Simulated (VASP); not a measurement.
A run of VASP 6.6.1 is set up as follows.

Contents of POSCAR:

```
SiMo3
1.0
    4.7844077200      0.0000000000      0.0000000000
    0.0000000000      4.7844077200      0.0000000000
    0.0000000000      0.0000000000      4.7844077200
Si Mo
2 6
Direct
    0.0000000000      0.0000000000      0.0000000000
    0.5000000000      0.5000000000      0.5000000000
    0.2500000000      0.0000000000      0.5000000000
    0.5000000000      0.7500000000      0.0000000000
    0.7500000000      0.0000000000      0.5000000000
    0.5000000000      0.2500000000      0.0000000000
    0.0000000000      0.5000000000      0.7500000000
    0.0000000000      0.5000000000      0.2500000000
```

Contents of INCAR.step1:

```
PREC = Accurate
ENCUT = 520
ISMEAR = -1
SIGMA = 0.1
LREAL = False
LASPH = True
NELM = 80
NBANDS = 56
GGA = PE
ALGO = Normal
EDIFF = 1E-4
LWAVE = True
LCHARG = False
```

File INCAR.step2:

```
PREC = Accurate
ENCUT = 520
EDIFF = 1E-7
ISMEAR = -1
SIGMA = 0.1
LREAL = False
LASPH = True
NELM = 80
ALGO = Normal
ISIF = 2
LWAVE = False
LCHARG = False
METAGGA = R2SCAN
LMIXTAU = True
NBANDS = 56
ISTART = 1
```

The input KPOINTS:

```
regular mesh
0
Gamma
  7 7 7
```

Potentials or basis: VASP PAW PBE potentials, release 64 (Si, Mo_sv).

Launch:

```sh
$ cat potpaw_PBE.64/Si/POTCAR potpaw_PBE.64/Mo_sv/POTCAR > POTCAR
$ cp INCAR.step1 INCAR
$ mpirun -np 1 vasp_std > vasp.out
$ cp INCAR.step2 INCAR
$ mpirun -np 1 vasp_std > vasp.out
```

(1) Predict the pressure.

(2) Predict the band gap on the k mesh.

Answers

(1) 19.9 GPa.

(2) zero (bands 46 and 47 overlap by 2.21 eV).

Caveat: the cell stands under pressure; the PAW data sets were made with another functional, which shifts forces and pressure a little.
